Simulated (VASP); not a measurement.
# ZnCu (Pm-3m) in VASP: notebook

The runs below take ZnCu through relaxation of cell and atoms, with PBE.

All numbers are computed with VASP 6.6.1; they aren't measurements. Logs are shortened: lines on timing, memory, paths and dates and some standing lists are left out, and cuts for length are marked.

## Step 1: The cell of the first run

It takes space group Pm-3m (No. 221, cubic). Conventional cell: a = 2.945 Å, b = 2.945 Å, c = 2.945 Å, α = 90.00°, β = 90.00°, γ = 90.00°. Within 3.4 Å of Zn (site symmetry m-3m) lie 8 Cu at 2.55 Å and 6 Zn at 2.94 Å. Cu (site symmetry m-3m) has 8 Zn at 2.55 Å and 6 Cu at 2.94 Å within 3.4 Å.

## Step 2: Relaxation of cell and atoms, PBE, target pressure 20 GPa, at which the enthalpy is minimised

Contents of INCAR:

```
SYSTEM = ZnCu
PREC     = Accurate       ! precision mode
ENCUT    = 600            ! plane-wave cutoff, eV
EDIFF    = 1E-6           ! SCF threshold, eV
ISMEAR   = -1             ! smearing method
SIGMA    = 0.05           ! smearing width, eV
LREAL    = .FALSE.        ! projectors in reciprocal space
LASPH    = .TRUE.         ! aspherical terms in the spheres
NELM     = 60             ! most SCF steps
ALGO     = Normal         ! electronic algorithm
ISIF     = 3              ! what is computed and relaxed
LWAVE    = .FALSE.        ! write WAVECAR
LCHARG   = .FALSE.        ! write CHGCAR
GGA      = PE             ! functional
IBRION   = 2              ! ionic algorithm
NSW      = 60             ! ionic steps
EDIFFG   = -0.01          ! ionic threshold
PSTRESS  = 200.0
```

Contents of KPOINTS:

```
regular mesh
0
G
  9 9 9
  0 0 0
```

Contents of POSCAR:

```
ZnCu
1.0
    2.9450000000      0.0000000000      0.0000000000
    0.0000000000      2.9450000000      0.0000000000
    0.0000000000      0.0000000000      2.9450000000
Zn Cu
1 1
Direct
    0.5000000000      0.5000000000      0.5000000000
    0.0000000000      0.0000000000      0.0000000000
```

Potentials or basis: VASP PAW PBE potentials, release 64 (Zn, Cu).

Command:

```console
$ cat potpaw_PBE.64/Zn/POTCAR potpaw_PBE.64/Cu/POTCAR > POTCAR
$ mpirun -np 1 vasp_std > vasp.out
```

OUTCAR:

```text
SYSTEM = ZnCu
   PREC = Accurate
   ENCUT = 600
   EDIFF = 1E-6
   ISMEAR = -1
   LREAL = .FALSE.
   LASPH = .TRUE.
   NELM = 60
   ISIF = 3
   GGA = PE
   IBRION = 2
   NSW = 60
   EDIFFG = -0.01
   PSTRESS = 200.0

 ion  position               nearest neighbor table
   1  0.500  0.500  0.500-   2 2.55   2 2.55   2 2.55   2 2.55   2 2.55   2 2.55   2 2.55   2 2.55

   2  0.000  0.000  0.000-   1 2.55   1 2.55   1 2.55   1 2.55   1 2.55   1 2.55   1 2.55   1 2.55

  LATTYP: Found a simple cubic cell.
 ALAT       =     2.9450000000

  Lattice vectors:

 A1 = (   2.9450000000,   0.0000000000,   0.0000000000)
 A2 = (   0.0000000000,   2.9450000000,   0.0000000000)
 A3 = (   0.0000000000,   0.0000000000,   2.9450000000)

Analysis of symmetry for initial positions (statically):
=====================================================================
 Subroutine PRICEL returns:
 Original cell was already a primitive cell.

 Routine SETGRP: Setting up the symmetry group for a
 simple cubic supercell.

 Subroutine GETGRP returns: Found 48 space group operations
 (whereof 48 operations were pure point group operations)
 out of a pool of 48 trial point group operations.

The static configuration has the point symmetry O_h .

Analysis of symmetry for dynamics (positions and initial velocities):
=====================================================================
 Subroutine PRICEL returns:
 Original cell was already a primitive cell.

 Routine SETGRP: Setting up the symmetry group for a
 simple cubic supercell.

 Subroutine GETGRP returns: Found 48 space group operations
 (whereof 48 operations were pure point group operations)
 out of a pool of 48 trial point group operations.

The dynamic configuration has the point symmetry O_h .

 Subroutine INISYM returns: Found 48 space group operations
 (whereof 48 operations are pure point group operations),
 and found     1 'primitive' translations

----------------------------------------------------------------------------------------

                                     Primitive cell

  volume of cell :      25.5421

  direct lattice vectors                    reciprocal lattice vectors
     2.945000000  0.000000000  0.000000000     0.339558574  0.000000000  0.000000000
     0.000000000  2.945000000  0.000000000     0.000000000  0.339558574  0.000000000
     0.000000000  0.000000000  2.945000000     0.000000000  0.000000000  0.339558574

  length of vectors
     2.945000000  2.945000000  2.945000000     0.339558574  0.339558574  0.339558574

  position of ions in fractional coordinates (direct lattice)
     0.500000000  0.500000000  0.500000000
[... 94 lines left out ...]
   EFERMI_NEDOS =   21; number of points for ismear=-14 and -15
   IALGO  =     38    algorithm
   IMIX   =      4    mixing-type and parameters
     AMIX     =   0.40;   BMIX     =  1.00
     AMIX_MAG =   1.60;   BMIX_MAG =  1.00
  volume/ion in A,a.u.               =      12.77        86.18
  Fermi-wavevector in a.u.,A,eV,Ry     =   1.580880  2.987429 34.003415  2.499180
  Thomas-Fermi vector in A             =   2.681040
   LORBIT       =      0    0 simple, 1 ext, 2 COOP (PROOUT), +10 PAW based schemes
   GGA     = PE    functional components
   LHFCALC =     F    Hartree Fock is set to
   AEXX    =    0.0000 exact exchange contribution
   IVDW    =     0    specifies the selected vdW correction
   LEPSILON=     F    determine dielectric tensor
   LRPA    =     F    only Hartree local field effects (RPA)
 conjugate gradient relaxation of ions
 non-spin polarized calculation
  energy-cutoff  :      600.00
  volume of cell :       25.54
 maximum number of plane-waves:       870
 NGX is ok and might be reduce to    24
   NGX = 11   NGY = 11   NGZ = 11

--------------------------------------- Ionic step        1  -------------------------------------------

 number of electron      23.0000000 magnetization

 Free energy of the ion-electron system (eV)
  ---------------------------------------------------
  ext. energy  EPLUGINS =         0.00000000
  ---------------------------------------------------
  free energy    TOTEN  =        -4.99604721 eV

  energy without entropy =       -4.99178327  energy(sigma->0) =       -4.99391524

------------------------ aborting loop because EDIFF is reached ----------------------------------------

  FORCE on cell =-STRESS in cart. coord.  units (eV):
  Direction    XX          YY          ZZ          XY          YZ          ZX
  --------------------------------------------------------------------------------------
  -------------------------------------------------------------------------------------
  Total        0.5043478      0.5043478      0.5043478      0.0000000     -0.0000000      0.0000000
  in kB       31.6362389     31.6362389     31.6362389      0.0000000     -0.0000000      0.0000000
  external PRESSURE =    -168.3637611 kB  Pullay stress =     200.0000000 kB
[... 101 lines left out ...]
--------------------------------------- Ionic step        4  -------------------------------------------

 number of electron      22.9999990 magnetization

 Free energy of the ion-electron system (eV)
  ---------------------------------------------------
  ext. energy  EPLUGINS =         0.00000000
  ---------------------------------------------------
  free energy    TOTEN  =        -4.82628019 eV

  energy without entropy =       -4.82237067  energy(sigma->0) =       -4.82432543

 E-fermi :   6.6637     XC(G=0): -12.9942

 val. band max:        6.5752894336   @ k =   0.3333   0.2222   0.0000
 cond. band min:       6.7465059096   @ k =   0.4444   0.4444   0.2222
 fundamental gap:      0.1712164760
 Fermi energy:         6.6637068050

 k-point     1 :       0.0000    0.0000    0.0000
  band No.  band energies     occupation
      1      -4.5863      2.00000
      2      -1.6529      2.00000
      3      -1.6529      2.00000
      4      -0.7656      2.00000
      5      -0.7656      2.00000
      6      -0.7656      2.00000
      7       2.7011      2.00000
      8       2.7011      2.00000
      9       3.6693      2.00000
     10       3.6693      2.00000
     11       3.6693      2.00000
     12      13.2127      0.00000
     13      13.2127      0.00000
     14      13.2127      0.00000
[... 401 lines left out ...]
      2      -1.4021      2.00000
      3      -1.1173      2.00000
      4      -1.0473      2.00000
      5      -0.6733      2.00000
      6       1.1522      2.00000
      7       2.3359      2.00000
      8       2.9587      2.00000
      9       3.0786      2.00000
     10       3.5833      2.00000
     11       4.0842      2.00000
     12       5.3960      2.00000
     13      10.2741      0.00000
     14      12.1958      0.00000
     15      17.5995      0.00000

 [... further k-points ...]
[... 5 lines left out ...]
  --------------------------------------------------------------------------------------
  -------------------------------------------------------------------------------------
  Total        2.8938306      2.8938306      2.8938306      0.0000000      0.0000000      0.0000000
  in kB      201.3865413    201.3865413    201.3865413      0.0000000      0.0000000      0.0000000
  external PRESSURE =       1.3865413 kB  Pullay stress =     200.0000000 kB
[... 21 lines left out ...]
  energy  without entropy=       -4.8223706729  energy(sigma->0) =       -4.82432543

  enthalpy is  TOTEN    =        -1.9523735771 eV   P V=        2.8739066144

 reached required accuracy - stopping structural energy minimisation
```

CONTCAR:

```text
ZnCu
   1.00000000000000
     2.8447956784741213    0.0000000000000000    0.0000000000000000
     0.0000000000000000    2.8447956784741213    0.0000000000000000
    -0.0000000000000000   -0.0000000000000000    2.8447956784741213
  Zn              Cu
     1     1
Direct
     0.5000000000000000    0.5000000000000000    0.5000000000000000
     0.0000000000000000    0.0000000000000000    0.0000000000000000

  0.00000000E+00  0.00000000E+00  0.00000000E+00
  0.00000000E+00  0.00000000E+00  0.00000000E+00
```

Wall time 28 s (1 thread of Intel Xeon Platinum 8259CL at 2.50GHz (Skylake/Cascade Lake), shared host); peak memory 0.15 GiB.

What came out:

| Quantity | Value |
| --- | --- |
| Free energy | -4.8263 eV |
| Relaxed volume | 11.51 Å³/atom |
| Relaxed cell | a = 2.845 Å, b = 2.845 Å, c = 2.845 Å, α = 90.00°, β = 90.00°, γ = 90.00° |
| Space group after relaxing (to 0.1 Å) | Pm-3m (No. 221) |
| Energy change on relaxing (the run minimises the enthalpy) | +84.9 meV/atom |
| Ionic steps | 4 |
| Pressure after relaxing | 20.1 GPa |
| Band gap on the k mesh | zero (an odd number of electrons rules out a gap without spin polarisation) |

The path:
| step | energy change (eV) | largest force (eV/Å) | pressure (GPa) | volume (Å³) |
| --- | --- | --- | --- | --- |
| 1 | 0.0000 | 0.0000 | 3.16 | 25.54 |
| 2 | 0.5879 | 0.0000 | 45.25 | 20.90 |
| 3 | 0.1638 | 0.0000 | 19.84 | 23.07 |
| 4 | 0.1698 | 0.0000 | 20.14 | 23.02 |

Final structure:
```
Zn Cu
1.0
     2.84480    0.00000    0.00000
     0.00000    2.84480    0.00000
     0.00000    0.00000    2.84480
Zn Cu
1 1
Direct
  0.50000 0.50000 0.50000
  0.00000 0.00000 0.00000
```

Caveat: the cell is relaxed towards a set pressure, so the run minimises the enthalpy, not the energy.

## Step 3: Relaxation of cell and atoms, PBE, target pressure 30 GPa, at which the enthalpy is minimised

Contents of INCAR:

```
SYSTEM = ZnCu
PREC = Accurate
ENCUT = 600
EDIFF = 1E-6
ISMEAR = -1
SIGMA = 0.05
LREAL = .False.
LASPH = .True.
NELM = 80
ALGO = Normal
ISIF = 3
LWAVE = .False.
LCHARG = .False.
GGA = PE
IBRION = 2
NSW = 60
EDIFFG = -0.01
PSTRESS = 300.0
```

Contents of KPOINTS:

```
Automatic mesh
0
Gamma
  9 9 9
  0 0 0
```

POSCAR is that of step 2.

Potentials or basis: VASP PAW PBE potentials, release 64 (Zn, Cu).

Command:

```console
$ cat potpaw_PBE.64/Zn/POTCAR potpaw_PBE.64/Cu/POTCAR > POTCAR
$ mpirun -np 1 vasp_std > vasp.out
```

Wall time 47 s (1 thread of Intel Xeon Platinum 8259CL at 2.50GHz (Skylake/Cascade Lake), shared host); peak memory 0.15 GiB.

Results (log left out):

```
Free energy                                                : -4.6739 eV
Relaxed volume                                             : 11.02 Å³/atom
Relaxed cell                                               : a = 2.804 Å, b = 2.804 Å, c = 2.804 Å, α = 90.00°, β = 90.00°, γ = 90.00°
Space group after relaxing (to 0.1 Å)                      : Pm-3m (No. 221)
Energy change on relaxing (the run minimises the enthalpy) : +161.1 meV/atom
Ionic steps                                                : 7
Pressure after relaxing                                    : 30.0 GPa
Band gap on the k mesh                                     : zero (an odd number of electrons rules out a gap without spin polarisation)
```

The path:
```csv
step,energy change (eV),largest force (eV/Å),pressure (GPa),volume (Å³)
1,0.0000,0.0000,3.16,25.54
2,1.6324,0.0000,95.69,18.42
3,0.2974,0.0000,28.40,22.18
4,0.3180,0.0000,29.69,22.06
5,0.3304,0.0000,30.49,22.00
6,0.3126,0.0000,29.55,22.09
7,0.3221,0.0000,30.00,22.04
```

Final structure:
```
Zn Cu
1.0
     2.80383    0.00000    0.00000
     0.00000    2.80383    0.00000
     0.00000    0.00000    2.80383
Zn Cu
1 1
Cartesian
  1.4019 1.4019 1.4019
  0.0000 0.0000 0.0000
```

Levels at points of the mesh, in eV from the Fermi level:
```tsv
k point	band 7	band 8	band 9	band 10	band 11	band 12	band 13	band 14	band 15
(0.00, 0.00, 0.00)	-4.11	-4.11	-3.08	-3.08	-3.08	6.72	6.72	6.72	12.17
```

Caveat: the cell is relaxed towards a set pressure, so the run minimises the enthalpy, not the energy.

The gap in the log of VASP goes by the Fermi energy; the results here count the filled bands.